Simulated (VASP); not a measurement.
Input of a VASP 6.6.1 run:

INCAR

```
  ALGO = Normal
  EDIFF = 1E-7
  EDIFFG = -0.04
  ENCUT = 910
  GGA = PE
  GGA_COMPAT = False
  IBRION = 2
  ISIF = 3
  ISMEAR = 0
  LASPH = True
  LCHARG = False
  LREAL = False
  LWAVE = False
  NELM = 120
  NELMIN = 4
  NSW = 90
  PREC = Accurate
  SIGMA = 0.1
```

File KPOINTS:

```
k-points
0
Gamma
  6 6 6
```

Contents of POSCAR:

```
Li2H
1.0
    3.1206302414      0.0000000000      0.0000000000
   -1.5603151207      2.7025450649      0.0000000000
    0.0000000000      0.0000000000      3.3694512573
Li H
2 1
Direct
    0.3333333333      0.6666666667      0.5000000000
    0.6666666667      0.3333333333      0.5000000000
    0.0000000000      0.0000000000      0.0000000000
```

Potentials or basis: VASP PAW PBE potentials, release 64 (Li_sv, H_h).

The run is started by

```console
$ cat potpaw_PBE.64/Li_sv/POTCAR potpaw_PBE.64/H_h/POTCAR > POTCAR
$ mpirun -np 1 vasp_std > vasp.out
```

Problem. What does it give for the relaxed volume?

Solution. 12.93 Å³/atom.

Problem. What does it give for the space group after relaxing (to 0.05 Å)?

Solution. P6/mmm (No. 191).

Problem. Predict the relaxed cell.

Solution. a = 4.107 Å, b = 4.107 Å, c = 2.655 Å, α = 90.00°, β = 90.00°, γ = 120.00°.

Final structure:
```yaml
crystal:
  lattice:
    - [4.10701, 0.00000, 0.00000]
    - [-2.05351, 3.55678, 0.00000]
    - [0.00000, 0.00000, 2.65525]
  atoms:
    - { symbol: Li, position: [0.33333, 0.66667, 0.50000] }
    - { symbol: Li, position: [0.66667, 0.33333, 0.50000] }
    - { symbol: H, position: [0.00000, 0.00000, 0.00000] }
```

Caveat: the k points lie up to 0.39 Å⁻¹ apart in the final cell; the volume moved by over 15 % at a fixed basis, so the end points are rough.
